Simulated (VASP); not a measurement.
# ZrTa3 (Pm-3m) in VASP: further runs, part 2 of 2

VASP 6.6.1.

### Step 4. Relaxation of cell and atoms, PBE

INCAR reads:

```
SYSTEM = ZrTa3
ALGO     = Normal         ! electronic algorithm
EDIFF    = 1E-6           ! SCF threshold, eV
EDIFFG   = -0.04          ! ionic threshold
ENCUT    = 600            ! plane-wave cutoff, eV
GGA      = PE             ! functional
IBRION   = 2              ! ionic algorithm
ISIF     = 3              ! what is computed and relaxed
ISMEAR   = 0              ! smearing method
LASPH    = .True.         ! aspherical terms in the spheres
LCHARG   = .False.        ! write CHGCAR
LREAL    = .False.        ! projectors in reciprocal space
LWAVE    = .False.        ! write WAVECAR
NELM     = 100            ! most SCF steps
NSW      = 90             ! ionic steps
PREC     = Accurate       ! precision mode
SIGMA    = 0.1            ! smearing width, eV
```

KPOINTS reads:

```
k-points
0
Gamma
  4 4 4
  0 0 0
```

POSCAR reads:

```
ZrTa3
1.0
    4.0161523607      0.0000000000      0.0000000000
    0.0000000000      4.0161523607      0.0000000000
    0.0000000000      0.0000000000      4.0161523607
Zr Ta
1 3
Direct
    0.0000000000      0.0000000000      0.0000000000
    0.0000000000      0.5000000000      0.5000000000
    0.5000000000      0.0000000000      0.5000000000
    0.5000000000      0.5000000000      0.0000000000
```

Potentials or basis: VASP PAW PBE potentials, release 64 (Zr_sv, Ta_pv).

Started as:

```console
cat potpaw_PBE.64/Zr_sv/POTCAR potpaw_PBE.64/Ta_pv/POTCAR > POTCAR
mpirun -np 1 vasp_std > vasp.out
```

OUTCAR:

```text
SYSTEM = ZrTa3
   EDIFF = 1E-6
   EDIFFG = -0.04
   ENCUT = 600
   GGA = PE
   IBRION = 2
   ISIF = 3
   ISMEAR = 0
   LASPH = .True.
   LREAL = .False.
   NELM = 100
   NSW = 90
   PREC = Accurate

 ion  position               nearest neighbor table
   1  0.000  0.000  0.000-   2 2.84   3 2.84   4 2.84   2 2.84   3 2.84   2 2.84   4 2.84   2 2.84
                             3 2.84   4 2.84   3 2.84   4 2.84
   2  0.000  0.500  0.500-   1 2.84   3 2.84   4 2.84   1 2.84   4 2.84   1 2.84   3 2.84   1 2.84
                             3 2.84   4 2.84   4 2.84   3 2.84
   3  0.500  0.000  0.500-   1 2.84   2 2.84   4 2.84   1 2.84   4 2.84   2 2.84   4 2.84   4 2.84
                             1 2.84   2 2.84   1 2.84   2 2.84
   4  0.500  0.500  0.000-   1 2.84   2 2.84   3 2.84   2 2.84   3 2.84   1 2.84   3 2.84   3 2.84
                             1 2.84   2 2.84   2 2.84   1 2.84

  LATTYP: Found a simple cubic cell.
 ALAT       =     4.0161523607

  Lattice vectors:

 A1 = (   4.0161523607,   0.0000000000,   0.0000000000)
 A2 = (   0.0000000000,   4.0161523607,   0.0000000000)
 A3 = (   0.0000000000,   0.0000000000,   4.0161523607)

Analysis of symmetry for initial positions (statically):
=====================================================================
 Subroutine PRICEL returns:
 Original cell was already a primitive cell.

 Routine SETGRP: Setting up the symmetry group for a
 simple cubic supercell.

 Subroutine GETGRP returns: Found 48 space group operations
 (whereof 48 operations were pure point group operations)
 out of a pool of 48 trial point group operations.

The static configuration has the point symmetry O_h .

Analysis of symmetry for dynamics (positions and initial velocities):
=====================================================================
 Subroutine PRICEL returns:
 Original cell was already a primitive cell.

 Routine SETGRP: Setting up the symmetry group for a
 simple cubic supercell.

 Subroutine GETGRP returns: Found 48 space group operations
 (whereof 48 operations were pure point group operations)
 out of a pool of 48 trial point group operations.

[... 114 lines left out ...]
   GGA     = PE    functional components
   LHFCALC =     F    Hartree Fock is set to
   AEXX    =    0.0000 exact exchange contribution
   IVDW    =     0    specifies the selected vdW correction
   LEPSILON=     F    determine dielectric tensor
   LRPA    =     F    only Hartree local field effects (RPA)
 conjugate gradient relaxation of ions
 non-spin polarized calculation
 Gauss-broadening in eV      SIGMA  =   0.10
  energy-cutoff  :      600.00
  volume of cell :       64.78
 maximum number of plane-waves:      2176
   NGX = 17   NGY = 17   NGZ = 17

--------------------------------------- Ionic step        1  -------------------------------------------

 number of electron      44.9999990 magnetization

 Free energy of the ion-electron system (eV)
  ---------------------------------------------------
  ext. energy  EPLUGINS =         0.00000000
  ---------------------------------------------------
  free energy    TOTEN  =       -41.08259137 eV

  energy without entropy =      -41.04138112  energy(sigma->0) =      -41.06198624

------------------------ aborting loop because EDIFF is reached ----------------------------------------

  FORCE on cell =-STRESS in cart. coord.  units (eV):
  Direction    XX          YY          ZZ          XY          YZ          ZX
  --------------------------------------------------------------------------------------
  -------------------------------------------------------------------------------------
  Total       17.1001616     17.1001616     17.1001616      0.0000000     -0.0000000     -0.0000000
  in kB      422.9414557    422.9414557    422.9414557      0.0000000     -0.0000000     -0.0000000
  external PRESSURE =     422.9414557 kB  Pullay stress =       0.0000000 kB
[... 25 lines left out ...]
--------------------------------------- Ionic step        2  -------------------------------------------

 number of electron      44.9999991 magnetization

 E-fermi :   3.6887     XC(G=0): -10.3967

 val. band max:        3.6812310281   @ k =   0.2500   0.2500   0.0000
 cond. band min:       3.7117121511   @ k =   0.2500   0.0000   0.0000
 fundamental gap:      0.0304811230
 Fermi energy:         3.6887011072

 k-point     1 :       0.0000    0.0000    0.0000
  band No.  band energies     occupation
      1     -45.6674      2.00000
      2     -31.4489      2.00000
      3     -31.4489      2.00000
      4     -31.4489      2.00000
      5     -31.3485      2.00000
      6     -31.3485      2.00000
[... 364 lines left out ...]
--------------------------------------- Ionic step        4  -------------------------------------------

 number of electron      44.9999998 magnetization

 Free energy of the ion-electron system (eV)
  ---------------------------------------------------
  ext. energy  EPLUGINS =         0.00000000
  ---------------------------------------------------
  free energy    TOTEN  =       -42.77432644 eV

  energy without entropy =      -42.74460179  energy(sigma->0) =      -42.75946412

 E-fermi :   6.5347     XC(G=0): -12.0437

 val. band max:        6.4334769632   @ k =   0.5000   0.2500   0.2500
 cond. band min:       6.5554837768   @ k =   0.5000   0.2500   0.0000
 fundamental gap:      0.1220068136
 Fermi energy:         6.5346594943

 k-point     1 :       0.0000    0.0000    0.0000
  band No.  band energies     occupation
      1     -41.7859      2.00000
      2     -27.9774      2.00000
      3     -27.9774      2.00000
      4     -27.9774      2.00000
      5     -27.6318      2.00000
      6     -27.6318      2.00000
[... 320 lines left out ...]
  FREE ENERGIE OF THE ION-ELECTRON SYSTEM (eV)
  ---------------------------------------------------
  free  energy   TOTEN  =       -42.7743264418 eV

  energy  without entropy=      -42.7446017930  energy(sigma->0) =      -42.75946412

 reached required accuracy - stopping structural energy minimisation
```

Run time: 67 s. Hardware: 1 thread of Intel Xeon Platinum 8259CL at 2.50GHz (Skylake/Cascade Lake), shared host; peak memory 0.19 GiB.

Results:

```
Free energy                           : -42.7743 eV
Relaxed volume                        : 19.90 Å³/atom
Relaxed cell                          : a = 4.301 Å, b = 4.301 Å, c = 4.301 Å, α = 90.00°, β = 90.00°, γ = 90.00°
Space group after relaxing (to 0.1 Å) : Pm-3m (No. 221)
Pressure after relaxing               : -0.3 GPa
Band gap on the k mesh                : zero (an odd number of electrons rules out a gap without spin polarisation)
```

Final structure:
```
Zr Ta
1.0
     4.30149    0.00000    0.00000
     0.00000    4.30149    0.00000
     0.00000    0.00000    4.30149
Zr Ta
1 3
Direct
  0.00000 0.00000 0.00000
  0.00000 0.50000 0.50000
  0.50000 0.00000 0.50000
  0.50000 0.50000 0.00000
```

Caveat: the k points lie up to 0.37 Å⁻¹ apart in the final cell, too coarse for converged energies and pressures of a metal; the volume moved by over 15 % at a fixed basis, so the end points are rough; spin-orbit coupling is left out, which moves the levels of the heavy elements.

### Step 5. Single point, PBE

This run uses another cell than the first one, of 19.74 Å³/atom.

INCAR reads:

```
SYSTEM = ZrTa3
PREC     = Accurate       ! precision mode
ENCUT    = 520            ! plane-wave cutoff, eV
EDIFF    = 1E-6           ! SCF threshold, eV
ISMEAR   = 0              ! smearing method
SIGMA    = 0.1            ! smearing width, eV
LREAL    = .FALSE.        ! projectors in reciprocal space
LASPH    = .TRUE.         ! aspherical terms in the spheres
NELM     = 60             ! most SCF steps
ALGO     = Fast           ! electronic algorithm
ISIF     = 2              ! what is computed and relaxed
LWAVE    = .FALSE.        ! write WAVECAR
LCHARG   = .FALSE.        ! write CHGCAR
GGA      = PE             ! functional
NBANDS   = 30             ! bands
```

KPOINTS reads:

```
Automatic mesh
0
G
  12 12 12
  0 0 0
```

POSCAR reads:

```
ZrTa3
1.0
    4.2901012058      0.0000000000      0.0000000000
    0.0000000000      4.2901012058      0.0000000000
    0.0000000000      0.0000000000      4.2901012058
Zr Ta
1 3
Direct
    0.0000000000      0.0000000000      0.0000000000
    0.0000000000      0.5000000000      0.5000000000
    0.5000000000      0.0000000000      0.5000000000
    0.5000000000      0.5000000000      0.0000000000
```

Potentials or basis: VASP PAW PBE potentials, release 64 (Zr_sv, Ta_pv).

Started as:

```console
cat potpaw_PBE.64/Zr_sv/POTCAR potpaw_PBE.64/Ta_pv/POTCAR > POTCAR
mpirun -np 1 vasp_std > vasp.out
```

OUTCAR:

```text
SYSTEM = ZrTa3
   PREC = Accurate
   ENCUT = 520
   EDIFF = 1E-6
   ISMEAR = 0
   LREAL = .FALSE.
   LASPH = .TRUE.
   NELM = 60
   ISIF = 2
   GGA = PE

 ion  position               nearest neighbor table
   1  0.000  0.000  0.000-   2 3.03   3 3.03   4 3.03   2 3.03   3 3.03   2 3.03   4 3.03   2 3.03
                             3 3.03   4 3.03   3 3.03   4 3.03
   2  0.000  0.500  0.500-   1 3.03   3 3.03   4 3.03   1 3.03   4 3.03   1 3.03   3 3.03   1 3.03
                             3 3.03   4 3.03   4 3.03   3 3.03
   3  0.500  0.000  0.500-   1 3.03   2 3.03   4 3.03   1 3.03   4 3.03   2 3.03   4 3.03   4 3.03
                             1 3.03   2 3.03   1 3.03   2 3.03
   4  0.500  0.500  0.000-   1 3.03   2 3.03   3 3.03   2 3.03   3 3.03   1 3.03   3 3.03   3 3.03
                             1 3.03   2 3.03   2 3.03   1 3.03

  LATTYP: Found a simple cubic cell.
 ALAT       =     4.2901012058

  Lattice vectors:

 A1 = (   4.2901012058,   0.0000000000,   0.0000000000)
 A2 = (   0.0000000000,   4.2901012058,   0.0000000000)
 A3 = (   0.0000000000,   0.0000000000,   4.2901012058)

Analysis of symmetry for initial positions (statically):
=====================================================================
 Subroutine PRICEL returns:
 Original cell was already a primitive cell.
[... 180 lines left out ...]
 fundamental gap:      0.0195754246
 Fermi energy:         6.5567220582

 k-point     1 :       0.0000    0.0000    0.0000
  band No.  band energies     occupation
      1     -41.6216      2.00000
      2     -27.9062      2.00000
      3     -27.9062      2.00000
      4     -27.9062      2.00000
      5     -27.5494      2.00000
      6     -27.5494      2.00000
[... 781 lines left out ...]
     29       8.8575      0.00000
     30       9.4404      0.00000

 [... further k-points ...]

------------------------ aborting loop because EDIFF is reached ----------------------------------------

  FORCE on cell =-STRESS in cart. coord.  units (eV):
  Direction    XX          YY          ZZ          XY          YZ          ZX
  --------------------------------------------------------------------------------------
  -------------------------------------------------------------------------------------
  Total       -0.0112917     -0.0112917     -0.0112917      0.0000000      0.0000000      0.0000000
  in kB       -0.2291227     -0.2291227     -0.2291227      0.0000000      0.0000000      0.0000000
  external PRESSURE =      -0.2291227 kB  Pullay stress =       0.0000000 kB

 VOLUME and BASIS-vectors are now :
 -----------------------------------------------------------------------------
  energy-cutoff  :      520.00
  volume of cell :       78.96
      direct lattice vectors                 reciprocal lattice vectors
     4.290101206  0.000000000  0.000000000     0.233094734  0.000000000  0.000000000
     0.000000000  4.290101206  0.000000000     0.000000000  0.233094734  0.000000000
     0.000000000  0.000000000  4.290101206     0.000000000  0.000000000  0.233094734

 POSITION                                       TOTAL-FORCE (eV/Angst)
 -----------------------------------------------------------------------------------
      0.00000      0.00000      0.00000         0.000000      0.000000      0.000000
      0.00000      2.14505      2.14505         0.000000      0.000000      0.000000
      2.14505      0.00000      2.14505         0.000000      0.000000      0.000000
      2.14505      2.14505      0.00000         0.000000      0.000000      0.000000
 -----------------------------------------------------------------------------------
    total drift:                                0.000000     -0.000000     -0.000000

  FREE ENERGIE OF THE ION-ELECTRON SYSTEM (eV)
  ---------------------------------------------------
  free  energy   TOTEN  =       -42.9034926589 eV

  energy  without entropy=      -42.8810415223  energy(sigma->0) =      -42.89226709
```

OSZICAR:

```text
N       E                     dE             d eps       ncg     rms          rms(c)
DAV:   1     0.448603243704E+03    0.44860E+03   -0.24847E+04  5040   0.153E+03
DAV:   2    -0.226721431017E+02   -0.47128E+03   -0.45969E+03  5588   0.453E+02
DAV:   3    -0.440555403621E+02   -0.21383E+02   -0.20366E+02  7980   0.848E+01
[... 16 lines left out ...]
RMM:  20    -0.429034882909E+02   -0.14918E-05   -0.12538E-05  4134   0.178E-02    0.126E-04
RMM:  21    -0.429034895708E+02   -0.12799E-05   -0.10996E-05  3873   0.168E-02    0.201E-04
RMM:  22    -0.429034907363E+02   -0.11655E-05   -0.99328E-06  3648   0.159E-02    0.225E-04
RMM:  23    -0.429034917648E+02   -0.10285E-05   -0.87262E-06  3501   0.150E-02    0.153E-04
RMM:  24    -0.429034926589E+02   -0.89416E-06   -0.78391E-06  3343   0.141E-02
   1 F= -.42903493E+02 E0= -.42892267E+02  d E =-.224511E-01
```

Wall time 3.5 min (1 thread of Intel Xeon Platinum 8259CL at 2.50GHz (Skylake/Cascade Lake), shared host); peak memory 0.3 GiB.

What came out:

```
Free energy            : -42.9035 eV
Pressure               : 0.0 GPa
Band gap on the k mesh : zero (an odd number of electrons rules out a gap without spin polarisation)
```

Caveat: spin-orbit coupling is left out, which moves the levels of the heavy elements.

### Step 6. Relaxation of cell and atoms, PBE

This run uses another cell than the first one, of 19.84 Å³/atom.

INCAR reads:

```
  PREC = Accurate
  ENCUT = 600
  EDIFF = 1E-7
  ISMEAR = 0
  SIGMA = 0.1
  LREAL = False
  LASPH = True
  NELM = 60
  ALGO = Fast
  ISIF = 3
  LWAVE = False
  LCHARG = False
  GGA = PE
  IBRION = 2
  NSW = 100
  EDIFFG = -0.01
```

KPOINTS reads:

```
regular mesh
0
Gamma
  12 12 12
```

POSCAR reads:

```
ZrTa3
1.0
    4.2972949863      0.0000000000      0.0000000000
    0.0000000000      4.2972949863      0.0000000000
    0.0000000000      0.0000000000      4.2972949863
Zr Ta
1 3
Direct
    0.0000000000      0.0000000000      0.0000000000
    0.0000000000      0.5000000000      0.5000000000
    0.5000000000      0.0000000000      0.5000000000
    0.5000000000      0.5000000000      0.0000000000
```

Potentials or basis: VASP PAW PBE potentials, release 64 (Zr_sv, Ta_pv).

Started as:

```console
cat potpaw_PBE.64/Zr_sv/POTCAR potpaw_PBE.64/Ta_pv/POTCAR > POTCAR
mpirun -np 1 vasp_std > vasp.out
```

Run time: 19 min. Hardware: 1 thread of Intel Xeon Platinum 8259CL at 2.50GHz (Skylake/Cascade Lake), shared host; peak memory 0.36 GiB.

It converged, with:

```yaml
Free_energy: -42.9045 eV
Relaxed_volume: 19.74 Å³/atom
Relaxed_cell: a = 4.290 Å, b = 4.290 Å, c = 4.290 Å, α = 90.00°, β = 90.00°, γ = 90.00°
Space_group_after_relaxing_to_0.1_Å: Pm-3m (No. 221)
Energy_gained_by_relaxing: 0.3 meV/atom
Ionic_steps: 3
Pressure_after_relaxing: 0.0 GPa
Band_gap_on_the_k_mesh: zero (an odd number of electrons rules out a gap without spin polarisation)
```

The path:
```
step  energy change (eV)  largest force (eV/Å)  pressure (GPa)  volume (Å³)
   1              0.0000                0.0000           -0.80        79.36
   2              0.0024                0.0000            1.52        78.23
   3             -0.0010                0.0000            0.00        78.96
```

Final structure:
```cif
data_structure
_symmetry_space_group_name_H-M 'P 1'
_symmetry_Int_Tables_number 1
_cell_length_a 4.2901
_cell_length_b 4.2901
_cell_length_c 4.2901
_cell_angle_alpha 90.000
_cell_angle_beta 90.000
_cell_angle_gamma 90.000
_cell_volume 78.96
loop_
_atom_site_label
_atom_site_type_symbol
_atom_site_fract_x
_atom_site_fract_y
_atom_site_fract_z
_atom_site_occupancy
Zr1 Zr 0.00000 0.00000 0.00000 1
Ta1 Ta 0.00000 0.50000 0.50000 1
Ta2 Ta 0.50000 0.00000 0.50000 1
Ta3 Ta 0.50000 0.50000 0.00000 1
```

Levels at points of the mesh, in eV from the Fermi level:
| k point | band 21 | band 22 | band 23 | band 24 | band 25 | band 26 |
| --- | --- | --- | --- | --- | --- | --- |
| (0.00, 0.00, 0.00) | 0.59 | 0.59 | 0.59 | 2.94 | 2.94 | 2.94 |
| (0.50, 0.00, 0.00) | -0.95 | -0.95 | -0.95 | 0.66 | 0.93 | 1.75 |
| (0.50, 0.50, 0.00) | -0.84 | -0.84 | -0.83 | -0.70 | -0.52 | 1.64 |
| (0.50, 0.50, 0.50) | 0.41 | 0.41 | 0.41 | 0.47 | 0.62 | 0.71 |

Caveat: spin-orbit coupling is left out, which moves the levels of the heavy elements.

### Step 7. Summary

```tsv
task	cell	k mesh	cutoff (eV)	gap on the mesh (eV)	pressure (GPa)	relaxed volume (Å³/atom)
single point	a = 4.016 Å, 4 atoms	4 × 4 × 4	520	none	42.3	-
single point	a = 4.297 Å, 4 atoms	4 × 4 × 4	520	none	0.1	-
relaxation of cell and atoms	relaxed from a = 4.016 Å, 4 atoms	4 × 4 × 4	600	none	-0.3	19.90
single point	a = 4.290 Å, 4 atoms	12 × 12 × 12	520	none	0.0	-
relaxation of cell and atoms	relaxed from a = 4.297 Å, 4 atoms	12 × 12 × 12	600	none	0.0	19.74
```

Alike in all rows: level PBE; potentials or basis VASP PAW PBE potentials, release 64 (Zr_sv, Ta_pv); no spin polarisation; smearing gaussian 0.1 eV.

Caveats: some runs use coarse meshes; spin-orbit coupling is left out, which moves the levels of the heavy elements; the volume moved by over 15 % at a fixed basis, so the end points are rough (at least some runs).

Absolute energies hang on the potentials; compare differences alone.
